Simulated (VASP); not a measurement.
Here is a VASP 6.6.1 calculation.

INCAR

```
PREC = Accurate ; ENCUT = 520
EDIFF = 1E-6 ; ISMEAR = 0
SIGMA = 0.1 ; LREAL = F
LASPH = T ; NELM = 60
ALGO = Normal ; ISIF = 2
LWAVE = F ; LCHARG = F
GGA = PS ; NBANDS = 18
```

KPOINTS

```
regular mesh
0
Gamma
  6 4 4
```

POSCAR

```
TiAl3
1.0
    2.8396770000      0.0000000000      0.0000000000
    0.0000000000      4.6812640000      0.0000000000
    0.0000000000      0.0000000000      4.9007420000
Ti Al
1 3
Direct
    0.0000000000      0.5000000000      0.1659160000
    0.5000000000      0.5000000000      0.6672710000
    0.5000000000      0.0000000000      0.3309120000
    0.0000000000      0.0000000000      0.8359000000
```

Potentials or basis: VASP PAW PBE potentials, release 64 (Ti_sv, Al).

Run with:

```sh
$ cat potpaw_PBE.64/Ti_sv/POTCAR potpaw_PBE.64/Al/POTCAR > POTCAR
$ mpirun -np 1 vasp_std > vasp.out
```

Question: Estimate the pressure.

Answer: -2.4 GPa.

Question: Estimate the largest force.

Answer: 0.109 eV/Å.

Stress tensor (GPa, compression positive):
```
-3.74  0.00  0.00
 0.00 -2.40  0.00
 0.00  0.00 -1.01
```

Caveat: the k points lie up to 0.37 Å⁻¹ apart; the PAW data sets were made with another functional, which shifts forces and pressure a little.
